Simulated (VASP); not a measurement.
Set up this calculation in VASP 6.6.1, as the native input.

```yaml
Task: single point
Functional: PBE
Potentials_or_basis: VASP PAW PBE potentials, release 64 (Pb_d)
Cutoff: 520 eV
k_mesh: 19 × 19 × 19
Occupations: fermi-dirac, width 0.0612256 eV
Spin: no spin polarisation
Dipole_correction: no
Further_INCAR_settings: ALGO = Normal; EDIFF = 1e-06; NBANDS = 13
```

The structure of Pb lies in POSCAR:

```
Pb
1.0
   -1.9865455291      1.9865455291      1.9865455291
    1.9865455291     -1.9865455291      1.9865455291
    1.9865455291      1.9865455291     -1.9865455291
Pb
1
Direct
    0.0000000000      0.0000000000      0.0000000000
```

The input as run:

INCAR

```
SYSTEM = Pb
PREC = Accurate ; ENCUT = 520
EDIFF = 1E-6 ; ISMEAR = -1
SIGMA = 0.06122561905347299 ; LREAL = .False.
LASPH = .True. ; NELM = 60
ALGO = Normal ; ISIF = 2
LWAVE = .False. ; LCHARG = .False.
GGA = PE ; NBANDS = 13
```

KPOINTS

```
Automatic mesh
0
Gamma
  19 19 19
  0 0 0
```

Potentials or basis: VASP PAW PBE potentials, release 64 (Pb_d).

Launch:

```console
$ cat potpaw_PBE.64/Pb_d/POTCAR > POTCAR
$ mpirun -np 1 vasp_std > vasp.out
```

It gave:

```yaml
Pressure: 0.7 GPa
Band_gap_on_the_k_mesh: zero (band 7 reaches 14.26 eV, above the bottom of band 8 at 5.00 eV)
```

Caveat: spin-orbit coupling is left out, which moves the levels of the heavy elements.

Wall time 54 s on 1 thread of Intel(R) Xeon(R) Platinum 8375C CPU @ 2.90GHz (Ice Lake) (shared host), peak memory 0.22 GiB.
